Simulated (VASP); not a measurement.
Crystal: Be3Fe.

```
CELL_PARAMETERS angstrom
3.23900 0.00000 0.00000
0.00000 3.23900 0.00000
0.00000 0.00000 3.23900
ATOMIC_POSITIONS crystal
Be 0.00000 0.50000 0.50000
Be 0.50000 0.00000 0.50000
Be 0.50000 0.50000 0.00000
Fe 0.00000 0.00000 0.00000
```

```yaml
Program: VASP 6.6.1
Task: relaxation of volume and atoms at fixed shape
Functional: LDA
Potentials_or_basis: VASP PAW LDA potentials, release 64 (Be, Fe)
Cutoff: 600 eV
k_mesh: 8 × 8 × 8
Occupations: fermi-dirac, width 0.15 eV
Spin: collinear spin, ferromagnetic start
Starting_moments: "[0.0, 0.0, 0.0, 3.5] μB"
```

At the start: pressure -9.4 GPa; volume 8.50 Å³/atom.

Q: How do energy, volume and symmetry change on relaxing?

A: Over 3 steps the energy falls by 15.6 meV/atom and the volume is 7.99 Å³/atom (-6.0 %); space group Pm-3m (No. 221, to 0.1 Å) before and after; moment 0.88 μB per cell.

Step by step:
```csv
step,energy change (eV),largest force (eV/Å),pressure (GPa),volume (Å³)
1,0.0000,0.0000,-9.41,33.98
2,-0.0602,0.0000,2.09,31.59
3,-0.0625,0.0000,0.02,31.95
```

Final structure:
```cif
data_structure
_symmetry_space_group_name_H-M 'P 1'
_symmetry_Int_Tables_number 1
_cell_length_a 3.1733
_cell_length_b 3.1733
_cell_length_c 3.1733
_cell_angle_alpha 90.000
_cell_angle_beta 90.000
_cell_angle_gamma 90.000
_cell_volume 31.95
loop_
_atom_site_label
_atom_site_type_symbol
_atom_site_fract_x
_atom_site_fract_y
_atom_site_fract_z
_atom_site_occupancy
Be1 Be 0.00000 0.50000 0.50000 1
Be2 Be 0.50000 0.00000 0.50000 1
Be3 Be 0.50000 0.50000 0.00000 1
Fe1 Fe 0.00000 0.00000 0.00000 1
```
